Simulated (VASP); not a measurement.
SiO2, 6 atoms in the cell. It takes space group I-42d (No. 122, tetragonal). Conventional cell: a = 5.077 Å, b = 5.077 Å, c = 7.359 Å, α = 90.00°, β = 90.00°, γ = 90.00°. Within 2.1 Å of Si (site symmetry -4) lie 4 O at 1.61 Å. Within 2.1 Å of O (site symmetry 2) lie 2 Si at 1.61 Å.  This cell differs from its parent crystal: volume scaled by 1.06, then relaxed in part.

```yaml
Program: VASP 6.6.1
Task: single point
Functional: r2SCAN
Potentials_or_basis: VASP PAW PBE potentials, release 64 (Si, O)
Cutoff: 520 eV
k_mesh: 8 × 8 × 8
Occupations: gaussian, width 0.02 eV
Spin: no spin polarisation
Dipole_correction: no
Further_INCAR_settings: ALGO = Normal; EDIFF = 1e-06; NBANDS = 25
```

Potentials or basis: VASP PAW PBE potentials, release 64 (Si, O).

Launch:

```bash
$ cat potpaw_PBE.64/Si/POTCAR potpaw_PBE.64/O/POTCAR > POTCAR
$ cp INCAR.step1 INCAR
$ mpirun -np 1 vasp_std > vasp.out
$ cp INCAR.step2 INCAR
$ mpirun -np 1 vasp_std > vasp.out
```

Hardware: 1 thread of Intel(R) Xeon(R) 6975P-C (Granite Rapids) (shared host).

Question: Estimate the wall time of this run.

Answer: Wall time 5.3 min on 1 thread of Intel(R) Xeon(R) 6975P-C (Granite Rapids), on a shared host, peak memory 0.3 GiB. Counts: k points 59.
